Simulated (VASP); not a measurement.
Set up this calculation in VASP 6.6.1, as the native input.

```yaml
Task: single point
Functional: PBEsol
Dispersion: D4
Potentials_or_basis: VASP PAW PBE potentials, release 64 (Bi_d)
Cutoff: 520 eV
k_mesh: 6 × 6 × 6
Occupations: fermi-dirac, width 0.1 eV
Spin: no spin polarisation
Dipole_correction: no
Further_INCAR_settings: ALGO = Normal; EDIFF = 1e-06; NBANDS = 14
```

The structure of Bi lies in POSCAR:

```
Bi
1.0
    4.2598220000      0.0000000000      0.0000000000
    0.0000000000      4.2598220000      0.0000000000
    0.0000000000      0.0000000000      4.2598220000
Bi
1
Direct
    0.5000000000      0.5000000000      0.5000000000
```

The input as run:

INCAR

```
SYSTEM = Bi
PREC = Accurate ; ENCUT = 520
EDIFF = 1E-6 ; ISMEAR = -1
SIGMA = 0.1 ; LREAL = .False.
LASPH = .True. ; NELM = 100
ALGO = Normal ; ISIF = 2
LWAVE = .False. ; LCHARG = .False.
GGA = PS ; IVDW = 13
NBANDS = 14
```

KPOINTS

```
Automatic mesh
0
Gamma
  6 6 6
  0 0 0
```

Potentials or basis: VASP PAW PBE potentials, release 64 (Bi_d).

Run with:

```console
$ cat potpaw_PBE.64/Bi_d/POTCAR > POTCAR
$ mpirun -np 1 vasp_std > vasp.out
```

Results of the run:

The pressure is -6.4 GPa and the dispersion energy per atom is -0.156 eV.

Caveat: the PAW data sets were made with another functional, which shifts forces and pressure a little; pairwise dispersion overbinds metals, which lowers pressure and volume.

It took 20 s on 1 thread of AMD EPYC 7R43 64-Core Processor (Zen 3) (shared host), peak memory 0.14 GiB.
